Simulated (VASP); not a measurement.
# NaI (Fm-3m) in VASP: notebook

NaI is run at these levels: r2SCAN; tasks: single point, relaxation of cell and atoms.

All numbers are computed with VASP 6.6.1; they aren't measurements. Logs are shortened: lines on timing, memory, paths and dates and some standing lists are left out, and cuts for length are marked.

**1. The cell of the first run**

Symmetry: Fm-3m, No. 225, cubic system. Conventional cell: a = 6.467 Å, b = 6.467 Å, c = 6.467 Å, α = 90.00°, β = 90.00°, γ = 90.00°. Within 4.3 Å of Na (site symmetry m-3m) lie 6 I at 3.23 Å. I (site symmetry m-3m) has 6 Na at 3.23 Å within 4.3 Å.

**2. Single point, r2SCAN**

The input, POSCAR:

```
NaI
1.0
    0.0000000000      3.2333529474      3.2333529474
    3.2333529474      0.0000000000      3.2333529474
    3.2333529474      3.2333529474      0.0000000000
Na I
1 1
Direct
    0.0000000000      0.0000000000      0.0000000000
    0.5000000000      0.5000000000      0.5000000000
```

The input, INCAR.step1:

```
  ALGO = Normal
  EDIFF = 1E-4
  ENCUT = 520
  GGA = PE
  ISMEAR = -1
  LASPH = T
  LCHARG = F
  LREAL = F
  LWAVE = T
  NBANDS = 14
  NELM = 60
  PREC = Accurate
  SIGMA = 0.05
```

The input, INCAR.step2:

```
  ALGO = Normal
  EDIFF = 1E-6
  ENCUT = 520
  ISIF = 2
  ISMEAR = -1
  ISTART = 1
  LASPH = T
  LCHARG = F
  LMIXTAU = T
  LREAL = F
  LWAVE = F
  METAGGA = R2SCAN
  NBANDS = 14
  NELM = 60
  PREC = Accurate
  SIGMA = 0.05
```

The input, KPOINTS:

```
k-points
0
Gamma
  12 12 12
```

Potentials or basis: VASP PAW PBE potentials, release 64 (Na_pv, I).

On the command line:

```bash
$ cat potpaw_PBE.64/Na_pv/POTCAR potpaw_PBE.64/I/POTCAR > POTCAR
$ cp INCAR.step1 INCAR
$ mpirun -np 1 vasp_std > vasp.out
$ cp INCAR.step2 INCAR
$ mpirun -np 1 vasp_std > vasp.out
```

OUTCAR:

```text
EDIFF = 1E-6
   ENCUT = 520
   ISIF = 2
   ISMEAR = -1
   ISTART = 1
   LASPH = T
   LREAL = F
   METAGGA = R2SCAN
   NELM = 60
   PREC = Accurate

 ion  position               nearest neighbor table
   1  0.000  0.000  0.000-
   2  0.500  0.500  0.500-

  LATTYP: Found a face centered cubic cell.
 ALAT       =     6.4667058948

  Lattice vectors:

 A1 = (   0.0000000000,   3.2333529474,   3.2333529474)
 A2 = (   3.2333529474,   0.0000000000,   3.2333529474)
 A3 = (   3.2333529474,   3.2333529474,   0.0000000000)

Analysis of symmetry for initial positions (statically):
=====================================================================
 Subroutine PRICEL returns:
 Original cell was already a primitive cell.

 Routine SETGRP: Setting up the symmetry group for a
 face centered cubic supercell.

 Subroutine GETGRP returns: Found 48 space group operations
 (whereof 48 operations were pure point group operations)
 out of a pool of 48 trial point group operations.

The static configuration has the point symmetry O_h .

Analysis of symmetry for dynamics (positions and initial velocities):
=====================================================================
 Subroutine PRICEL returns:
 Original cell was already a primitive cell.

 Routine SETGRP: Setting up the symmetry group for a
 face centered cubic supercell.

 Subroutine GETGRP returns: Found 48 space group operations
 (whereof 48 operations were pure point group operations)
 out of a pool of 48 trial point group operations.

The dynamic configuration has the point symmetry O_h .

 Subroutine INISYM returns: Found 48 space group operations
 (whereof 48 operations are pure point group operations),
 and found     1 'primitive' translations

----------------------------------------------------------------------------------------

                                     Primitive cell

  volume of cell :      67.6066

  direct lattice vectors                    reciprocal lattice vectors
     0.000000000  3.233352947  3.233352947    -0.154638237  0.154638237  0.154638237
     3.233352947  0.000000000  3.233352947     0.154638237 -0.154638237  0.154638237
     3.233352947  3.233352947  0.000000000     0.154638237  0.154638237 -0.154638237

  length of vectors
     4.572651590  4.572651590  4.572651590     0.267841284  0.267841284  0.267841284

  position of ions in fractional coordinates (direct lattice)
     0.000000000  0.000000000  0.000000000
     0.500000000  0.500000000  0.500000000

  ion indices of the primitive-cell ions
   primitive index   ion index
                 1           1
                 2           2

----------------------------------------------------------------------------------------

 KPOINTS: k-points

Automatic generation of k-mesh.
 Grid dimensions read from file:
 generate k-points for:   12   12   12

 Generating k-lattice:

  Cartesian coordinates                     Fractional coordinates (reciprocal lattice)
    -0.012886520  0.012886520  0.012886520     0.083333333  0.000000000  0.000000000
     0.012886520 -0.012886520  0.012886520     0.000000000  0.083333333  0.000000000
     0.012886520  0.012886520 -0.012886520     0.000000000  0.000000000  0.083333333

  Length of vectors
     0.022320107  0.022320107  0.022320107

  Shift w.r.t. Gamma in fractional coordinates (k-lattice)
     0.000000000  0.000000000  0.000000000

 Subroutine IBZKPT returns following result:
 ===========================================

 Found     72 irreducible k-points:

 Following reciprocal coordinates:
            Coordinates               Weight
  0.000000  0.000000  0.000000      1.000000
  0.083333  0.000000  0.000000      8.000000
  0.166667  0.000000  0.000000      8.000000
  0.250000  0.000000  0.000000      8.000000
  0.333333  0.000000  0.000000      8.000000
  0.416667  0.000000  0.000000      8.000000
[... 16 lines left out ...]
  0.500000  0.166667  0.000000     24.000000
 -0.416667  0.166667  0.000000     24.000000
 [... further k-points ...]
   k-points           NKPTS =     72   k-points in BZ     NKDIM =     72   number of bands    NBANDS=     14
   number of dos      NEDOS =    301   number of ions     NIONS =      2
   total plane-waves  NPLWV =  46656
   dimension x,y,z NGX =    36 NGY =   36 NGZ =   36
   dimension x,y,z NGXF=    72 NGYF=   72 NGZF=   72
   ions per type =               1   1
   NGX,Y,Z   is equivalent  to a cutoff of  13.09, 13.09, 13.09 a.u.
   NGXF,Y,Z  is equivalent  to a cutoff of  26.18, 26.18, 26.18 a.u.
 SYSTEM =  unknown system
   PREC   = accura    normal or accurate (medium, high low for compatibility)
   ISTART =      1    job   : 0-new  1-cont  2-samecut
   ICHARG =      0    charge: 1-file 2-atom 10-const
   ISPIN  =      1    spin polarized calculation?
   LNONCOLLINEAR =      F non collinear calculations
   LSORBIT =      F    spin-orbit coupling
   LASPH  =      T    aspherical Exc in radial PAW
   ENCUT  =  520.0 eV  38.22 Ry    6.18 a.u.   8.50  8.50  8.50*2*pi/ulx,y,z
   NELM   =     60;   NELMIN=  2; NELMDL=  0     # of ELM steps
   EDIFF  = 0.1E-05   stopping-criterion for ELM
   LREAL  =      F    real-space projection
   EDIFFG = 0.1E-04   stopping-criterion for IOM
   NSW    =      0    number of steps for IOM
   IBRION =     -1    ionic relax: 0-MD 1-quasi-New 2-CG
   NFREE  =      0    steps in history (QN), initial steepest desc. (CG)
   ISIF   =      2    stress and relaxation
   ISYM   =      2    0-nonsym 1-usesym 2-fastsym
   POTIM  = 0.5000    time-step for ionic-motion
   TEBEG  =    0.0;   TEEND  =   0.0 temperature during run
   PSTRESS=    0.0 pullay stress
   NELECT =      14.0000    total number of electrons
   NUPDOWN=      -1.0000    fix difference up-down
   EMIN   =  10.00;   EMAX   =-10.00  energy-range for DOS
   EFERMI =   0.00;   METHOD = LEGACY
   ISMEAR =    -1;   SIGMA  =   0.05  broadening in eV -4-tet -1-fermi 0-gaus
   EFERMI_NEDOS =   21; number of points for ismear=-14 and -15
   IALGO  =     38    algorithm
   IMIX   =      4    mixing-type and parameters
     AMIX     =   0.40;   BMIX     =  1.00
     AMIX_MAG =   1.60;   BMIX_MAG =  1.00
  volume/ion in A,a.u.               =      33.80       228.12
  Fermi-wavevector in a.u.,A,eV,Ry     =   0.968548  1.830290 12.763419  0.938085
  Thomas-Fermi vector in A             =   2.098526
   LORBIT       =      0    0 simple, 1 ext, 2 COOP (PROOUT), +10 PAW based schemes
   METAGGA = R2SCAN    functional components
   LHFCALC =     F    Hartree Fock is set to
   AEXX    =    0.0000 exact exchange contribution
   IVDW    =     0    specifies the selected vdW correction
   LEPSILON=     F    determine dielectric tensor
   LRPA    =     F    only Hartree local field effects (RPA)
 non-spin polarized calculation
  energy-cutoff  :      520.00
  volume of cell :       67.61
 maximum number of plane-waves:      1853
 NGX is ok and might be reduce to    36
   NGX = 17   NGY = 17   NGZ = 17

 number of electron      13.9999994 magnetization

 Free energy of the ion-electron system (eV)
  ---------------------------------------------------
  ext. energy  EPLUGINS =         0.00000000
  ---------------------------------------------------
  free energy    TOTEN  =       -31.08569701 eV

  energy without entropy =      -31.08569701  energy(sigma->0) =      -31.08569701

 E-fermi :   1.5448     XC(G=0):  -8.0807

 val. band max:        0.4997184710   @ k =   0.0000   0.0000   0.0000
 cond. band min:       4.9473284364   @ k =   0.0000   0.0000   0.0000
 fundamental gap:      4.4476099654
 Fermi energy:         1.5447702353

 k-point     1 :       0.0000    0.0000    0.0000
  band No.  band energies     occupation
      1     -22.7483      2.00000
      2     -22.7480      2.00000
      3     -22.7480      2.00000
      4     -10.8533      2.00000
      5       0.4997      2.00000
      6       0.4997      2.00000
      7       0.4997      2.00000
      8       4.9473      0.00000
      9       8.9744      0.00000
     10       8.9745      0.00000
     11       8.9745      0.00000
     12      10.8309      0.00000
     13      10.8309      0.00000
     14      11.6186      0.00000

 k-point     2 :       0.0833    0.0000    0.0000
  band No.  band energies     occupation
      1     -22.7485      2.00000
      2     -22.7483      2.00000
      3     -22.7481      2.00000
      4     -10.8324      2.00000
      5       0.2865      2.00000
      6       0.4780      2.00000
      7       0.4780      2.00000
      8       5.1920      0.00000
      9       8.7741      0.00000
     10       9.0595      0.00000
     11       9.0595      0.00000
     12      10.6141      0.00000
     13      10.6142      0.00000
     14      12.0275      0.00000

 k-point     3 :       0.1667    0.0000    0.0000
  band No.  band energies     occupation
      1     -22.7494      2.00000
      2     -22.7484      2.00000
      3     -22.7481      2.00000
      4     -10.7743      2.00000
      5      -0.2127      2.00000
      6       0.4200      2.00000
      7       0.4200      2.00000
      8       5.7291      0.00000
      9       8.5183      0.00000
     10       9.1937      0.00000
     11       9.1938      0.00000
     12      10.3811      0.00000
     13      10.3811      0.00000
     14      12.2250      0.00000

 k-point     4 :       0.2500    0.0000    0.0000
  band No.  band energies     occupation
      1     -22.7507      2.00000
      2     -22.7484      2.00000
      3     -22.7482      2.00000
      4     -10.6921      2.00000
      5      -0.7764      2.00000
      6       0.3438      2.00000
      7       0.3438      2.00000
      8       6.1523      0.00000
      9       8.6637      0.00000
     10       9.0752      0.00000
     11       9.0753      0.00000
     12      10.6825      0.00000
     13      10.6825      0.00000
     14      11.8406      0.00000

 k-point     5 :       0.3333    0.0000    0.0000
  band No.  band energies     occupation
      1     -22.7519      2.00000
      2     -22.7485      2.00000
      3     -22.7482      2.00000
      4     -10.6065      2.00000
      5      -1.2609      2.00000
      6       0.2708      2.00000
      7       0.2708      2.00000
      8       6.2554      0.00000
      9       8.8238      0.00000
     10       8.8239      0.00000
     11       9.3136      0.00000
[... 276 lines left out ...]
 k-point    22 :       0.4167    0.1667    0.0000
  band No.  band energies     occupation
      1     -22.7520      2.00000
      2     -22.7490      2.00000
      3     -22.7488      2.00000
      4     -10.5428      2.00000
      5      -1.3016      2.00000
      6      -0.0618      2.00000
      7       0.0718      2.00000
      8       6.7559      0.00000
      9       8.0137      0.00000
     10       8.7067      0.00000
     11       9.4122      0.00000
     12      11.7356      0.00000
     13      12.9592      0.00000
     14      12.9951      0.00000

 k-point    23 :       0.5000    0.1667    0.0000
  band No.  band energies     occupation
      1     -22.7525      2.00000
      2     -22.7491      2.00000
      3     -22.7488      2.00000
      4     -10.4969      2.00000
      5      -1.4957      2.00000
      6      -0.1841      2.00000
      7       0.0735      2.00000
      8       6.7783      0.00000
      9       7.8927      0.00000
     10       9.1795      0.00000
     11       9.4978      0.00000
     12      12.0923      0.00000
     13      13.0955      0.00000
     14      13.4521      0.00000

 k-point    24 :      -0.4167    0.1667    0.0000
  band No.  band energies     occupation
      1     -22.7526      2.00000
      2     -22.7493      2.00000
      3     -22.7487      2.00000
      4     -10.4903      2.00000
      5      -1.5171      2.00000
      6      -0.2572      2.00000
      7       0.1182      2.00000
      8       6.8576      0.00000
      9       7.8887      0.00000
     10       9.0520      0.00000
     11       9.8458      0.00000
     12      12.2721      0.00000
     13      12.3023      0.00000
     14      12.9227      0.00000

 [... further k-points ...]
[... 5 lines left out ...]
  --------------------------------------------------------------------------------------
  -------------------------------------------------------------------------------------
  Total       -0.0563815     -0.0563815     -0.0563815      0.0000000     -0.0000000     -0.0000000
  in kB       -1.3361589     -1.3361589     -1.3361589      0.0000000     -0.0000000     -0.0000000
  external PRESSURE =      -1.3361589 kB  Pullay stress =       0.0000000 kB

 VOLUME and BASIS-vectors are now :
 -----------------------------------------------------------------------------
  energy-cutoff  :      520.00
  volume of cell :       67.61
      direct lattice vectors                 reciprocal lattice vectors
     0.000000000  3.233352947  3.233352947    -0.154638237  0.154638237  0.154638237
     3.233352947  0.000000000  3.233352947     0.154638237 -0.154638237  0.154638237
     3.233352947  3.233352947  0.000000000     0.154638237  0.154638237 -0.154638237

 POSITION                                       TOTAL-FORCE (eV/Angst)
 -----------------------------------------------------------------------------------
      0.00000      0.00000      0.00000         0.000000      0.000000      0.000000
      3.23335      3.23335      3.23335        -0.000000     -0.000000     -0.000000
 -----------------------------------------------------------------------------------
    total drift:                                0.000000      0.000000      0.000000

  FREE ENERGIE OF THE ION-ELECTRON SYSTEM (eV)
  ---------------------------------------------------
  free  energy   TOTEN  =       -31.0856970061 eV

  energy  without entropy=      -31.0856970061  energy(sigma->0) =      -31.08569701
```

It took 2.6 min on 1 thread of AMD EPYC 9R45 (Zen 5), shared host; peak memory 0.22 GiB.

What came out:

```
Free energy            : -31.0857 eV
Pressure               : -0.1 GPa
Band gap on the k mesh : 4.45 eV
```

Caveat: the PAW data sets were made with another functional, which shifts forces and pressure a little; spin-orbit coupling is left out, which moves the levels of the heavy elements.

(Continued in part 2 of 2.)
